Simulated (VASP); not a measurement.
# Mg (P-1) in VASP: single point with PBE

Aim: the single point of Mg with PBE.

Everything below comes from runs of VASP 6.6.1. Logs are shortened: lines on timing, memory, paths and dates and some standing lists are left out, and cuts for length are marked.

### 1 The cell of the first run

The typed cell holds 2 atoms: a = 3.211 Å, b = 3.265 Å, c = 5.212 Å, α = 90.82°, β = 92.27°, γ = 121.69°.

### 2 Single point, PBE (equal xy, yz and zx shear strains of -4 %)

Input file INCAR:

```
ALGO = Normal
EDIFF = 1E-6
ENCUT = 520
GGA = PE
ISIF = 2
ISMEAR = -1
LASPH = T
LCHARG = F
LREAL = F
LWAVE = F
NBANDS = 9
NELM = 100
PREC = Accurate
SIGMA = 0.05
```

Input file KPOINTS:

```
k-points
0
Gamma
  12 12 7
```

Input file POSCAR:

```
Mg
1.0
    3.2092715325     -0.0641854306     -0.0641854306
   -1.6602219797      2.8114033901     -0.0234934982
   -0.1042066000     -0.1042066000      5.2103300000
Mg
2
Direct
    0.3333333333      0.6666666667      0.2500000000
    0.6666666667      0.3333333333      0.7500000000
```

Potentials or basis: VASP PAW PBE potentials, release 64 (Mg).

On the command line:

```
> cat potpaw_PBE.64/Mg/POTCAR > POTCAR
> mpirun -np 1 vasp_std > vasp.out
```

OUTCAR:

```text
EDIFF = 1E-6
   ENCUT = 520
   GGA = PE
   ISIF = 2
   ISMEAR = -1
   LASPH = T
   LREAL = F
   NELM = 100
   PREC = Accurate

 ion  position               nearest neighbor table
   1  0.333  0.667  0.250-   2 3.10   2 3.14   2 3.19   2 3.24   2 3.26   2 3.26
   2  0.667  0.333  0.750-   1 3.10   1 3.14   1 3.19   1 3.24   1 3.26   1 3.26

  LATTYP: Found a triclinic cell.
 ALAT       =     7.7566749191
 B/A-ratio  =     1.0734418242
 C/A-ratio  =     1.4026274916
 COS(alpha) =     0.0015659571
 COS(beta)  =     0.6823370639
 COS(gamma) =     0.7291145355

  Lattice vectors:

 A1 = (   4.8625276853,   2.7872391289,  -5.3621943594)
 A2 = (   6.3073706381,   5.4302504884,  -0.2395432882)
 A3 = (   1.8686351797,  -2.6029901901, -10.3971665018)

Analysis of symmetry for initial positions (statically):
=====================================================================
 Subroutine PRICEL returns:
 Original cell was already a primitive cell.

 Routine SETGRP: Setting up the symmetry group for a
 triclinic supercell.

 Subroutine GETGRP returns: Found  2 space group operations
 (whereof  2 operations were pure point group operations)
 out of a pool of  2 trial point group operations.

The static configuration has the point symmetry S_2 .

Analysis of symmetry for dynamics (positions and initial velocities):
=====================================================================
 Subroutine PRICEL returns:
 Original cell was already a primitive cell.

 Routine SETGRP: Setting up the symmetry group for a
 triclinic supercell.

 Subroutine GETGRP returns: Found  2 space group operations
 (whereof  2 operations were pure point group operations)
 out of a pool of  2 trial point group operations.

The dynamic configuration has the point symmetry S_2 .

 Subroutine INISYM returns: Found  2 space group operations
 (whereof  2 operations are pure point group operations),
 and found     1 'primitive' translations

----------------------------------------------------------------------------------------

                                     Primitive cell

  volume of cell :      46.4174

  direct lattice vectors                    reciprocal lattice vectors
     3.209271532 -0.064185431 -0.064185431     0.315526208  0.186412023  0.010038765
    -1.660221980  2.811403390 -0.023493498     0.007348886  0.360095402  0.007348886
    -0.104206600 -0.104206600  5.210330000     0.003920066  0.003920066  0.192083226

  length of vectors
     3.210554984  3.265099997  5.212413715     0.366615612  0.360245348  0.192163210

  position of ions in fractional coordinates (direct lattice)
     0.333333333  0.666666667  0.250000000
     0.666666667  0.333333333  0.750000000

  ion indices of the primitive-cell ions
   primitive index   ion index
                 1           1
                 2           2

----------------------------------------------------------------------------------------

 KPOINTS: k-points

Automatic generation of k-mesh.
 Grid dimensions read from file:
 generate k-points for:   12   12    7

 Generating k-lattice:

  Cartesian coordinates                     Fractional coordinates (reciprocal lattice)
     0.026293851  0.015534335  0.000836564     0.083333333  0.000000000  0.000000000
     0.000612407  0.030007950  0.000612407     0.000000000  0.083333333  0.000000000
     0.000560009  0.000560009  0.027440461     0.000000000  0.000000000  0.142857143

  Length of vectors
     0.030551301  0.030020446  0.027451887

  Shift w.r.t. Gamma in fractional coordinates (k-lattice)
     0.000000000  0.000000000  0.000000000

 Subroutine IBZKPT returns following result:
 ===========================================

 Found    506 irreducible k-points:

 Following reciprocal coordinates:
            Coordinates               Weight
  0.000000  0.000000  0.000000      1.000000
  0.083333  0.000000  0.000000      2.000000
  0.166667  0.000000  0.000000      2.000000
  0.250000  0.000000  0.000000      2.000000
  0.333333  0.000000  0.000000      2.000000
  0.416667  0.000000  0.000000      2.000000
[... 16 lines left out ...]
  0.250000  0.166667  0.000000      2.000000
  0.333333  0.166667  0.000000      2.000000
 [... further k-points ...]
   k-points           NKPTS =    506   k-points in BZ     NKDIM =    506   number of bands    NBANDS=      9
   number of dos      NEDOS =    301   number of ions     NIONS =      2
   total plane-waves  NPLWV =  23040
   dimension x,y,z NGX =    24 NGY =   24 NGZ =   40
   dimension x,y,z NGXF=    48 NGYF=   48 NGZF=   80
   ions per type =               2
   NGX,Y,Z   is equivalent  to a cutoff of  12.43, 12.22, 12.76 a.u.
   NGXF,Y,Z  is equivalent  to a cutoff of  24.85, 24.44, 25.52 a.u.
 SYSTEM =  unknown system
   PREC   = accura    normal or accurate (medium, high low for compatibility)
   ISTART =      0    job   : 0-new  1-cont  2-samecut
   ICHARG =      2    charge: 1-file 2-atom 10-const
   ISPIN  =      1    spin polarized calculation?
   LNONCOLLINEAR =      F non collinear calculations
   LSORBIT =      F    spin-orbit coupling
   LASPH  =      T    aspherical Exc in radial PAW
   ENCUT  =  520.0 eV  38.22 Ry    6.18 a.u.   5.97  6.07  9.69*2*pi/ulx,y,z
   NELM   =    100;   NELMIN=  2; NELMDL= -5     # of ELM steps
   EDIFF  = 0.1E-05   stopping-criterion for ELM
   LREAL  =      F    real-space projection
   EDIFFG = 0.1E-04   stopping-criterion for IOM
   NSW    =      0    number of steps for IOM
   IBRION =     -1    ionic relax: 0-MD 1-quasi-New 2-CG
   NFREE  =      0    steps in history (QN), initial steepest desc. (CG)
   ISIF   =      2    stress and relaxation
   ISYM   =      2    0-nonsym 1-usesym 2-fastsym
   POTIM  = 0.5000    time-step for ionic-motion
   TEBEG  =    0.0;   TEEND  =   0.0 temperature during run
   PSTRESS=    0.0 pullay stress
   NELECT =       4.0000    total number of electrons
   NUPDOWN=      -1.0000    fix difference up-down
   EMIN   =  10.00;   EMAX   =-10.00  energy-range for DOS
   EFERMI =   0.00;   METHOD = LEGACY
   ISMEAR =    -1;   SIGMA  =   0.05  broadening in eV -4-tet -1-fermi 0-gaus
   EFERMI_NEDOS =   21; number of points for ismear=-14 and -15
   IALGO  =     38    algorithm
   IMIX   =      4    mixing-type and parameters
     AMIX     =   0.40;   BMIX     =  1.00
     AMIX_MAG =   1.60;   BMIX_MAG =  1.00
  volume/ion in A,a.u.               =      23.21       156.62
  Fermi-wavevector in a.u.,A,eV,Ry     =   0.723105  1.366470  7.114226  0.522881
  Thomas-Fermi vector in A             =   1.813237
   LORBIT       =      0    0 simple, 1 ext, 2 COOP (PROOUT), +10 PAW based schemes
   GGA     = PE    functional components
   LHFCALC =     F    Hartree Fock is set to
   AEXX    =    0.0000 exact exchange contribution
   IVDW    =     0    specifies the selected vdW correction
   LEPSILON=     F    determine dielectric tensor
   LRPA    =     F    only Hartree local field effects (RPA)
 non-spin polarized calculation
  energy-cutoff  :      520.00
  volume of cell :       46.42
 maximum number of plane-waves:      1269
   NGX = 11   NGY = 13   NGZ = 19

 number of electron       4.0000000 magnetization

 Free energy of the ion-electron system (eV)
  ---------------------------------------------------
  ext. energy  EPLUGINS =         0.00000000
  ---------------------------------------------------
  free energy    TOTEN  =        -3.00271125 eV

  energy without entropy =       -2.99614011  energy(sigma->0) =       -2.99942568

 E-fermi :   2.5325     XC(G=0):  -8.4570

 val. band max:        2.5273841028   @ k =   0.4167   0.2500   0.1429
 cond. band min:       2.5340669998   @ k =  -0.4167  -0.1667   0.4286
 fundamental gap:      0.0066828970
 Fermi energy:         2.5325456693

 k-point     1 :       0.0000    0.0000    0.0000
  band No.  band energies     occupation
      1      -4.3082      2.00000
      2       0.9164      2.00000
      3       1.3461      2.00000
      4      12.9978      0.00000
      5      13.1038      0.00000
      6      13.8325      0.00000
      7      13.8919      0.00000
      8      14.5312      0.00000
      9      15.9466      0.00000

 k-point     2 :       0.0833    0.0000    0.0000
  band No.  band energies     occupation
      1      -4.1675      2.00000
      2       1.0266      2.00000
      3       1.5013      2.00000
      4      11.6885      0.00000
      5      11.8302      0.00000
      6      12.9140      0.00000
      7      14.5836      0.00000
      8      15.1000      0.00000
      9      16.1081      0.00000

 k-point     3 :       0.1667    0.0000    0.0000
  band No.  band energies     occupation
      1      -3.7464      2.00000
      2       1.3677      2.00000
      3       1.9515      1.99998
      4       9.1414      0.00000
      5      10.7419      0.00000
      6      11.6751      0.00000
      7      13.2756      0.00000
      8      15.0221      0.00000
      9      15.1620      0.00000

 k-point     4 :       0.2500    0.0000    0.0000
  band No.  band energies     occupation
      1      -3.0487      2.00000
      2       1.9533      1.99998
      3       2.6591      0.14744
      4       6.7441      0.00000
      5       9.9117      0.00000
      6      10.3655      0.00000
      7      11.2240      0.00000
      8      13.0645      0.00000
      9      14.3836      0.00000

 k-point     5 :       0.3333    0.0000    0.0000
  band No.  band energies     occupation
      1      -2.0806      2.00000
      2       2.7736      0.01597
      3       3.4349      0.00000
      4       4.7700      0.00000
      5       8.6382      0.00000
      6       9.3348      0.00000
      7       9.6490      0.00000
      8      11.5051      0.00000
      9      13.7775      0.00000

 k-point     6 :       0.4167    0.0000    0.0000
  band No.  band energies     occupation
      1      -0.8511      2.00000
      2       2.2912      1.98409
      3       3.9270      0.00000
      4       5.0988      0.00000
      5       6.8776      0.00000
      6       8.0504      0.00000
      7       9.0183      0.00000
      8      10.6716      0.00000
      9      13.4022      0.00000
[... 169 lines left out ...]
 k-point    21 :       0.0833    0.1667    0.0000
  band No.  band energies     occupation
      1      -3.3368      2.00000
      2       1.7202      2.00000
      3       2.3625      1.93543
      4       7.5067      0.00000
      5       9.3852      0.00000
      6      11.8505      0.00000
      7      12.5218      0.00000
      8      13.5910      0.00000
      9      13.9720      0.00000

 k-point    22 :       0.1667    0.1667    0.0000
  band No.  band energies     occupation
      1      -2.6326      2.00000
      2       2.3090      1.97736
      3       3.0592      0.00005
      4       6.5237      0.00000
      5       7.0793      0.00000
      6      10.8951      0.00000
      7      11.3020      0.00000
      8      12.2842      0.00000
      9      12.9427      0.00000

 k-point    23 :       0.2500    0.1667    0.0000
  band No.  band energies     occupation
      1      -1.6595      2.00000
      2       3.1236      0.00001
      3       3.7917      0.00000
      4       4.9829      0.00000
      5       6.0225      0.00000
      6       9.1158      0.00000
      7      10.3128      0.00000
      8      10.8975      0.00000
      9      11.7194      0.00000

 k-point    24 :       0.3333    0.1667    0.0000
  band No.  band energies     occupation
      1      -0.4268      2.00000
      2       2.5948      0.44720
      3       4.2686      0.00000
      4       4.9348      0.00000
      5       5.9848      0.00000
      6       7.3295      0.00000
      7       8.8495      0.00000
      8      10.1629      0.00000
      9      11.2406      0.00000

 [... further k-points ...]
[... 5 lines left out ...]
  --------------------------------------------------------------------------------------
  -------------------------------------------------------------------------------------
  Total       -0.0505881     -0.0848246     -0.2270380      0.2252943      0.1831684      0.2084682
  in kB       -1.7461382     -2.9278731     -7.8366201      7.7764334      6.3223813      7.1956503
  external PRESSURE =      -4.1702105 kB  Pullay stress =       0.0000000 kB

 VOLUME and BASIS-vectors are now :
 -----------------------------------------------------------------------------
  energy-cutoff  :      520.00
  volume of cell :       46.42
      direct lattice vectors                 reciprocal lattice vectors
     3.209271532 -0.064185431 -0.064185431     0.315526208  0.186412023  0.010038765
    -1.660221980  2.811403390 -0.023493498     0.007348886  0.360095402  0.007348886
    -0.104206600 -0.104206600  5.210330000     0.003920066  0.003920066  0.192083226

 POSITION                                       TOTAL-FORCE (eV/Angst)
 -----------------------------------------------------------------------------------
     -0.06311      1.82682      1.26553         0.046952      0.002515      0.010953
      1.50795      0.81619      3.85713        -0.046952     -0.002515     -0.010953
 -----------------------------------------------------------------------------------
    total drift:                                0.000000     -0.000000     -0.000000

  FREE ENERGIE OF THE ION-ELECTRON SYSTEM (eV)
  ---------------------------------------------------
  free  energy   TOTEN  =        -3.0027112538 eV

  energy  without entropy=       -2.9961401134  energy(sigma->0) =       -2.99942568
```

Wall time 2.1 min (1 thread of Intel Xeon 8259CL, shared host); peak memory 0.32 GiB.

Results:

| Item | Value |
| --- | --- |
| Free energy | -3.0027 eV |
| Pressure | -0.4 GPa |
| Largest force | 0.048 eV/Å |
| Band gap on the k mesh | zero (band 2 reaches 3.57 eV, above the bottom of band 3 at 1.35 eV) |

Forces on the atoms (eV/Å):
```
Mg   0.047  0.003  0.011
Mg  -0.047 -0.003 -0.011
```

Levels at points of the mesh, in eV from the Fermi level:
```
           k point  band 1  band 2  band 3  band 4  band 5
(0.00, 0.00, 0.00)   -6.84   -1.62   -1.19   10.47   10.57
(0.50, 0.00, 0.00)   -1.94   -1.88    2.55    2.94    3.81
(0.00, 0.50, 0.00)   -2.07   -2.07    2.49    2.91    3.52
(0.50, 0.50, 0.00)   -2.27   -2.20    2.47    2.93    3.20
```

Caveat: the cell differs from its parent crystal (equal xy, yz and zx shear strains of -4 %).
